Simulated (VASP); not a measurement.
Input of a VASP 6.6.1 run:

File POSCAR:

```
H
1.0
    4.1094475205      0.0000000000      0.0000000000
   -2.0547237602      3.5588859483      0.0000000000
    0.0000000000      0.0000000000      6.1269597383
H
4
Direct
    0.3333333333      0.6666666667      0.1894996560
    0.6666666667      0.3333333333      0.6894996560
    0.6666666667      0.3333333333      0.8105003440
    0.3333333333      0.6666666667      0.3105003440
```

INCAR.step1

```
ALGO     = Normal         # electronic algorithm
EDIFF    = 1E-4           # SCF threshold, eV
ENCUT    = 520            # plane-wave cutoff, eV
GGA      = PE             # functional
ISMEAR   = 0              # smearing method
LASPH    = T              # aspherical terms in the spheres
LCHARG   = F              # write CHGCAR
LREAL    = F              # projectors in reciprocal space
LWAVE    = T              # write WAVECAR
NBANDS   = 10             # bands
NELM     = 80             # most SCF steps
PREC     = Accurate       # precision mode
SIGMA    = 0.02           # smearing width, eV
```

Contents of INCAR.step2:

```
ALGO     = Normal         # electronic algorithm
EDIFF    = 1E-7           # SCF threshold, eV
ENCUT    = 520            # plane-wave cutoff, eV
ISIF     = 2              # what is computed and relaxed
ISMEAR   = 0              # smearing method
ISTART   = 1            
LASPH    = T              # aspherical terms in the spheres
LCHARG   = F              # write CHGCAR
LMIXTAU  = T            
LREAL    = F              # projectors in reciprocal space
LWAVE    = F              # write WAVECAR
METAGGA  = R2SCAN         # meta-GGA
NBANDS   = 10             # bands
NELM     = 80             # most SCF steps
PREC     = Accurate       # precision mode
SIGMA    = 0.02           # smearing width, eV
```

The input KPOINTS:

```
k-points
0
Gamma
  9 9 4
```

Potentials or basis: VASP PAW PBE potentials, release 64 (H).

Run with:

```bash
$ cat potpaw_PBE.64/H/POTCAR > POTCAR
$ cp INCAR.step1 INCAR
$ mpirun -np 1 vasp_std > vasp.out
$ cp INCAR.step2 INCAR
$ mpirun -np 1 vasp_std > vasp.out
```

(1) Predict the largest force.

(2) Predict the pressure.

(3) Estimate the band gap on the k mesh.

Answers

(1) 0.006 eV/Å.

(2) -0.1 GPa.

(3) 10.40 eV (least direct gap 10.42 eV).

Caveat: the cell differs from its parent crystal (biaxial strain in the a-b plane: +6.0 %, then relaxed in part); the PAW data sets were made with another functional, which shifts forces and pressure a little; an odd mesh through Γ misses points on the zone boundary, where band edges can lie.
